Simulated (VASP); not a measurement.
Input of a VASP 6.6.1 run:

Contents of POSCAR:

```
P
1.0
   -1.4754245658      1.4754245658      1.4754245658
    1.4754245658     -1.4754245658      1.4754245658
    1.4754245658      1.4754245658     -1.4754245658
P
1
Direct
    0.0000000000      0.0000000000      0.0000000000
```

File INCAR.step1:

```
SYSTEM = P
PREC = Accurate
ENCUT = 520
ISMEAR = 0
SIGMA = 0.05
LREAL = .False.
LASPH = .True.
NELM = 80
NBANDS = 8
GGA = PE
ALGO = Normal
EDIFF = 1E-4
LWAVE = .True.
LCHARG = .False.
```

INCAR.step2

```
SYSTEM = P
PREC = Accurate
ENCUT = 520
EDIFF = 1E-6
ISMEAR = 0
SIGMA = 0.05
LREAL = .False.
LASPH = .True.
NELM = 80
ALGO = Normal
ISIF = 2
LWAVE = .False.
LCHARG = .False.
METAGGA = R2SCAN
LMIXTAU = .True.
IVDW = 12
VDW_S6 = 1.0
VDW_S8 = 0.78981345
VDW_A1 = 0.49484001
VDW_A2 = 5.73083694
NBANDS = 8
ISTART = 1
```

KPOINTS

```
regular mesh
0
Gamma
  22 22 22
  0 0 0
```

Potentials or basis: VASP PAW PBE potentials, release 64 (P).

Launch:

```sh
$ cat potpaw_PBE.64/P/POTCAR > POTCAR
$ cp INCAR.step1 INCAR
$ mpirun -np 1 vasp_std > vasp.out
$ cp INCAR.step2 INCAR
$ mpirun -np 1 vasp_std > vasp.out
```

(1) Predict the dispersion energy per atom.

(2) What does it give for the pressure?

(3) Estimate the band gap on the k mesh.

Results:

(1) -0.259 eV.

(2) 9.0 GPa.

(3) zero (an odd number of electrons rules out a gap without spin polarisation).

Caveat: the cell stands under pressure; the PAW data sets were made with another functional, which shifts forces and pressure a little.
